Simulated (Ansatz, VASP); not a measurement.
# ScAl3N4: VASP beside Ansatz

```
CELL_PARAMETERS angstrom
6.44796 -0.01567 0.00000
-3.23755 5.60760 0.00000
0.00000 0.00000 5.05280
ATOMIC_POSITIONS crystal
Al 0.33497 0.16416 0.49975
Al 0.16969 0.83485 0.99578
Al 0.33497 0.67080 0.49975
Al 0.66503 0.33584 0.99975
Al 0.66503 0.82920 0.99975
Al 0.83031 0.66515 0.49578
Sc 0.17778 0.33889 0.99239
Sc 0.82222 0.16111 0.49239
N 0.18213 0.34107 0.41284
N 0.34541 0.15468 0.87450
N 0.16483 0.83242 0.37848
N 0.34541 0.69073 0.87450
N 0.65459 0.34532 0.37450
N 0.81787 0.15893 0.91284
N 0.65459 0.80927 0.37450
N 0.83517 0.66758 0.87848
```

Alike in both runs: functional PBE; k mesh 4 × 4 × 5; no spin polarisation.

Ansatz relaxed the structure, and its values are those at the end. VASP's run is a single point on that final structure, the one shown.

```csv
,VASP,Ansatz
version,VASP 6.6.1,Ansatz 0.2.0
potentials or method,"VASP PAW PBE potentials, release 64 (Al, Sc_sv, N)","scalar-relativistic, plane waves, PAW"
plane-wave cutoff (eV),520,420
occupations,"gaussian, width 0.01 eV",fixed
valence electrons in the cell,80,80
```

```csv
,VASP,Ansatz,Ansatz less VASP
gap on the k mesh at the Fermi level (eV),3.77,3.78,+0.007
least direct gap on the mesh (eV),3.79,3.80,+0.010
pressure (GPa),2.0,1.9,-0.09
rms of the force components (eV/Å),0.024,0.000,-0.0242
```

Ansatz's warnings: stress scf threshold loose.
